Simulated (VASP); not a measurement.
# MgB2 (P6/mmm) in VASP: further runs, part 2 of 2

VASP 6.6.1. Earlier steps stand in the parts before.

## Step 4: Electric field gradients, PBE (zz strain of -3 %)

File INCAR:

```
  ALGO = Normal
  EDIFF = 1E-8
  ENCUT = 520
  GGA = PE
  ISIF = 2
  ISMEAR = -1
  LASPH = True
  LCHARG = False
  LEFG = True
  LREAL = False
  LWAVE = False
  NBANDS = 11
  NELM = 100
  PREC = Accurate
  SIGMA = 0.05
```

File KPOINTS:

```
k-points
0
Gamma
  12 12 9
```

File POSCAR:

```
MgB2
1.0
    3.0850007055      0.0000000000      0.0000000000
   -1.5425003528      2.6716889817      0.0000000000
    0.0000000000      0.0000000000      3.4173100000
Mg B
1 2
Direct
    0.0000000000      0.0000000000      0.0000000000
    0.3333333333      0.6666666667      0.5000000000
    0.6666666667      0.3333333333      0.5000000000
```

Potentials or basis: VASP PAW PBE potentials, release 64 (Mg, B).

Run with:

```sh
> cat potpaw_PBE.64/Mg/POTCAR potpaw_PBE.64/B/POTCAR > POTCAR
> mpirun -np 1 vasp_std > vasp.out
```

OUTCAR:

```text
EDIFF = 1E-8
   ENCUT = 520
   GGA = PE
   ISIF = 2
   ISMEAR = -1
   LASPH = True
   LREAL = False
   NELM = 100
   PREC = Accurate

 ion  position               nearest neighbor table
   1  0.000  0.000  0.000-   2 2.47   3 2.47   2 2.47   3 2.47   3 2.47   3 2.47   2 2.47   2 2.47
                             3 2.47   3 2.47   2 2.47   2 2.47
   2  0.333  0.667  0.500-   3 1.78   3 1.78   3 1.78   1 2.47   1 2.47   1 2.47   1 2.47   1 2.47
                             1 2.47
   3  0.667  0.333  0.500-   2 1.78   2 1.78   2 1.78   1 2.47   1 2.47   1 2.47   1 2.47   1 2.47
                             1 2.47

  LATTYP: Found a hexagonal cell.
 ALAT       =     3.0850007055
 C/A-ratio  =     1.1077177370

  Lattice vectors:

 A1 = (   3.0850007055,   0.0000000000,   0.0000000000)
 A2 = (  -1.5425003528,   2.6716889817,   0.0000000000)
 A3 = (   0.0000000000,   0.0000000000,   3.4173100000)

Analysis of symmetry for initial positions (statically):
=====================================================================
 Subroutine PRICEL returns:
[... 536 lines left out ...]

 POSITION                                       TOTAL-FORCE (eV/Angst)
 -----------------------------------------------------------------------------------
      0.00000      0.00000      0.00000         0.000000      0.000000      0.000000
     -0.00000      1.78113      1.70866         0.000000      0.000000      0.000000
      1.54250      0.89056      1.70866        -0.000000     -0.000000      0.000000
 -----------------------------------------------------------------------------------
    total drift:                                0.000000     -0.000000      0.000000

  FREE ENERGIE OF THE ION-ELECTRON SYSTEM (eV)
  ---------------------------------------------------
  free  energy   TOTEN  =       -15.3098116838 eV

  energy  without entropy=      -15.3056178579  energy(sigma->0) =      -15.30771477

 Electric field gradients (V/A^2)
---------------------------------------------------------------------
 ion       V_xx      V_yy      V_zz      V_xy      V_xz      V_yz
---------------------------------------------------------------------
   1       0.289     0.289    -0.577    -0.000    -0.000    -0.000
   2      -9.334    -9.334    18.667    -0.000     0.000    -0.000
   3      -9.334    -9.334    18.667    -0.000     0.000     0.000
---------------------------------------------------------------------

 Electric field gradients after diagonalization (V/A^2)
 (convention: |V_zz| > |V_xx| > |V_yy|)
----------------------------------------------------------------------
 ion       V_xx      V_yy      V_zz     asymmetry (V_yy - V_xx)/ V_zz
----------------------------------------------------------------------
   1       0.289     0.289    -0.577       0.000
   2      -9.334    -9.334    18.667       0.000
   3      -9.334    -9.334    18.667       0.000
----------------------------------------------------------------------

           NMR quadrupolar parameters

 Cq : quadrupolar parameter    Cq=e*Q*V_zz/h
 eta: asymmetry parameters     (V_yy - V_xx)/ V_zz
 Q  : nuclear electric quadrupole moment in mb (millibarn)
----------------------------------------------------------------------
 ion       Cq(MHz)       eta       Q (mb)
----------------------------------------------------------------------
   1      -0.001       0.000       1.000
   2       0.045       0.000       1.000
   3       0.045       0.000       1.000
----------------------------------------------------------------------
```

It took 39 s on 1 thread of Intel Xeon 8259CL, shared host; peak memory 0.16 GiB.

Results:

```yaml
Free_energy: -15.3098 eV
Pressure: 2.2 GPa
Band_gap_on_the_k_mesh: zero (band 4 reaches 7.45 eV, above the bottom of band 5 at 3.46 eV)
```

Stress tensor (GPa, compression positive):
```
-0.57  0.00  0.00
 0.00 -0.57  0.00
 0.00  0.00  7.73
```

Levels at points of the mesh, in eV from the Fermi level:
| k point | band 1 | band 2 | band 3 | band 4 | band 5 | band 6 | band 7 | band 8 | band 9 |
| --- | --- | --- | --- | --- | --- | --- | --- | --- | --- |
| (0.00, 0.00, 0.00) | -12.51 | -2.59 | 0.29 | 0.29 | 2.32 | 6.18 | 6.18 | 7.98 | 10.08 |
| (0.50, 0.00, 0.00) | -8.63 | -7.92 | -2.25 | 0.48 | 3.40 | 3.78 | 5.97 | 7.75 | 13.11 |

Electric field gradients, principal values (V/Å²):
```tsv
atom	least	middle	greatest (by size)
1 Mg	0.289	0.289	-0.577
2 B	-9.334	-9.334	18.667
3 B	-9.334	-9.334	18.667
```

Caveat: the cell differs from its parent crystal (zz strain of -3 %); without QUAD_EFG the Cq values of the log hold for a quadrupole moment of 1 mb, not for the nuclei.

## Step 5: Electric field gradients, PBE (zz strain of -3 %)

File INCAR:

```
SYSTEM = MgB2
PREC = Accurate ; ENCUT = 520
EDIFF = 1E-8 ; ISMEAR = -1
SIGMA = 0.05 ; LREAL = .FALSE.
LASPH = .TRUE. ; NELM = 100
ALGO = Normal ; ISIF = 2
LWAVE = .FALSE. ; LCHARG = .FALSE.
GGA = PE ; LEFG = .TRUE.
NBANDS = 11
```

File KPOINTS:

```
regular mesh
0
G
  12 12 9
  0 0 0
```

POSCAR is that of step 4.

Potentials or basis: VASP PAW PBE potentials, release 64 (Mg, B).

Run with:

```sh
> cat potpaw_PBE.64/Mg/POTCAR potpaw_PBE.64/B/POTCAR > POTCAR
> mpirun -np 1 vasp_std > vasp.out
```

OUTCAR:

```text
SYSTEM = MgB2
   PREC = Accurate
   ENCUT = 520
   EDIFF = 1E-8
   ISMEAR = -1
   LREAL = .FALSE.
   LASPH = .TRUE.
   NELM = 100
   ISIF = 2
   GGA = PE

 ion  position               nearest neighbor table
   1  0.000  0.000  0.000-   2 2.47   3 2.47   2 2.47   3 2.47   3 2.47   3 2.47   2 2.47   2 2.47
                             3 2.47   3 2.47   2 2.47   2 2.47
   2  0.333  0.667  0.500-   3 1.78   3 1.78   3 1.78   1 2.47   1 2.47   1 2.47   1 2.47   1 2.47
                             1 2.47
   3  0.667  0.333  0.500-   2 1.78   2 1.78   2 1.78   1 2.47   1 2.47   1 2.47   1 2.47   1 2.47
                             1 2.47

  LATTYP: Found a hexagonal cell.
 ALAT       =     3.0850007055
 C/A-ratio  =     1.1077177370

  Lattice vectors:

 A1 = (   3.0850007055,   0.0000000000,   0.0000000000)
 A2 = (  -1.5425003528,   2.6716889817,   0.0000000000)
 A3 = (   0.0000000000,   0.0000000000,   3.4173100000)

Analysis of symmetry for initial positions (statically):
=====================================================================
[... 538 lines left out ...]
 POSITION                                       TOTAL-FORCE (eV/Angst)
 -----------------------------------------------------------------------------------
      0.00000      0.00000      0.00000         0.000000      0.000000      0.000000
     -0.00000      1.78113      1.70866         0.000000      0.000000      0.000000
      1.54250      0.89056      1.70866        -0.000000     -0.000000      0.000000
 -----------------------------------------------------------------------------------
    total drift:                                0.000000     -0.000000      0.000000

  FREE ENERGIE OF THE ION-ELECTRON SYSTEM (eV)
  ---------------------------------------------------
  free  energy   TOTEN  =       -15.3098116838 eV

  energy  without entropy=      -15.3056178579  energy(sigma->0) =      -15.30771477

 Electric field gradients (V/A^2)
---------------------------------------------------------------------
 ion       V_xx      V_yy      V_zz      V_xy      V_xz      V_yz
---------------------------------------------------------------------
   1       0.289     0.289    -0.577    -0.000    -0.000    -0.000
   2      -9.334    -9.334    18.667    -0.000     0.000    -0.000
   3      -9.334    -9.334    18.667    -0.000     0.000     0.000
---------------------------------------------------------------------

 Electric field gradients after diagonalization (V/A^2)
 (convention: |V_zz| > |V_xx| > |V_yy|)
----------------------------------------------------------------------
 ion       V_xx      V_yy      V_zz     asymmetry (V_yy - V_xx)/ V_zz
----------------------------------------------------------------------
   1       0.289     0.289    -0.577       0.000
   2      -9.334    -9.334    18.667       0.000
   3      -9.334    -9.334    18.667       0.000
----------------------------------------------------------------------

           NMR quadrupolar parameters

 Cq : quadrupolar parameter    Cq=e*Q*V_zz/h
 eta: asymmetry parameters     (V_yy - V_xx)/ V_zz
 Q  : nuclear electric quadrupole moment in mb (millibarn)
----------------------------------------------------------------------
 ion       Cq(MHz)       eta       Q (mb)
----------------------------------------------------------------------
   1      -0.001       0.000       1.000
   2       0.045       0.000       1.000
   3       0.045       0.000       1.000
----------------------------------------------------------------------
```

OSZICAR:

```text
N       E                     dE             d eps       ncg     rms          rms(c)
DAV:   1     0.389194005406E+01    0.38919E+01   -0.37635E+03  2290   0.608E+02
DAV:   2    -0.163829037370E+02   -0.20275E+02   -0.19168E+02  2696   0.107E+02
DAV:   3    -0.168835933365E+02   -0.50069E+00   -0.49849E+00  2724   0.139E+01
DAV:   4    -0.168847499245E+02   -0.11566E-02   -0.11565E-02  2475   0.734E-01
DAV:   5    -0.168847542587E+02   -0.43341E-05   -0.43336E-05  2575   0.447E-02    0.515E+00
DAV:   6    -0.155600587073E+02    0.13247E+01   -0.15317E+00  2371   0.593E+00    0.253E+00
DAV:   7    -0.153161880671E+02    0.24387E+00   -0.93087E-01  2440   0.460E+00    0.750E-01
DAV:   8    -0.153196890812E+02   -0.35010E-02   -0.10905E-01  2315   0.181E+00    0.410E-01
DAV:   9    -0.153099545674E+02    0.97345E-02   -0.20872E-02  2318   0.685E-01    0.707E-02
DAV:  10    -0.153098287633E+02    0.12580E-03   -0.16086E-03  2546   0.222E-01    0.285E-02
DAV:  11    -0.153098117995E+02    0.16964E-04   -0.97067E-05  2350   0.582E-02    0.328E-03
DAV:  12    -0.153098117505E+02    0.48966E-07   -0.21631E-06  2376   0.872E-03    0.181E-03
DAV:  13    -0.153098116972E+02    0.53311E-07   -0.25123E-07  2432   0.294E-03    0.256E-04
DAV:  14    -0.153098116841E+02    0.13127E-07   -0.13079E-08  1900   0.683E-04    0.115E-04
DAV:  15    -0.153098116838E+02    0.23510E-09   -0.11813E-09  1216   0.196E-04
   1 F= -.15309812E+02 E0= -.15307715E+02  d E =-.419383E-02
```

stdout:

```text
POSCAR found type information on POSCAR MgB
 POSCAR found :  2 types and       3 ions
 scaLAPACK will be used
 LDA part: xc-table for (Slater+PW92), standard interpolation
 POSCAR, INCAR and KPOINTS ok, starting setup
 FFT: planning ... GRIDC
 FFT: planning ... GRID_SOFT
 FFT: planning ... GRID
 WAVECAR not read
 entering main loop
ion   1

ion   2

ion   3
```

Wall time 43 s (1 thread of Intel Xeon 8259CL, shared host); peak memory 0.16 GiB.

Results:

* Free energy: -15.3098 eV
* Pressure: 2.2 GPa
* Band gap on the k mesh: zero (band 4 reaches 7.45 eV, above the bottom of band 5 at 3.46 eV)

Stress tensor (GPa, compression positive):
```
-0.57  0.00  0.00
 0.00 -0.57  0.00
 0.00  0.00  7.73
```

Levels at points of the mesh, in eV from the Fermi level:
```csv
k point,band 1,band 2,band 3,band 4,band 5,band 6,band 7,band 8,band 9
"(0.00, 0.00, 0.00)",-12.51,-2.59,0.29,0.29,2.32,6.18,6.18,7.98,10.08
"(0.50, 0.00, 0.00)",-8.63,-7.92,-2.25,0.48,3.40,3.78,5.97,7.75,13.11
```

Electric field gradients, principal values (V/Å²):
```tsv
atom	least	middle	greatest (by size)
1 Mg	0.289	0.289	-0.577
2 B	-9.334	-9.334	18.667
3 B	-9.334	-9.334	18.667
```

Caveat: the cell differs from its parent crystal (zz strain of -3 %); without QUAD_EFG the Cq values of the log hold for a quadrupole moment of 1 mb, not for the nuclei.

## Step 6: The runs side by side

| cell | gap on the mesh (eV) | pressure (GPa) |
| --- | --- | --- |
| a = 3.126, b = 3.126, c = 3.569 Å, angles 90.0, 90.0, 120.0°, 3 atoms | none | -6.7 |
| a = 3.085, b = 3.085, c = 3.523 Å, angles 90.0, 90.0, 120.0°, 3 atoms | none | -1.3 |
| a = 3.085, b = 3.085, c = 3.417 Å, angles 90.0, 90.0, 120.0°, 3 atoms | none | 2.2 |

Alike in all rows: task electric field gradients; level PBE; potentials or basis VASP PAW PBE potentials, release 64 (Mg, B); no spin polarisation; k mesh 12 × 12 × 9; cutoff (eV) 520; smearing fermi-dirac 0.05 eV.

Absolute energies hang on the potentials; compare differences alone.
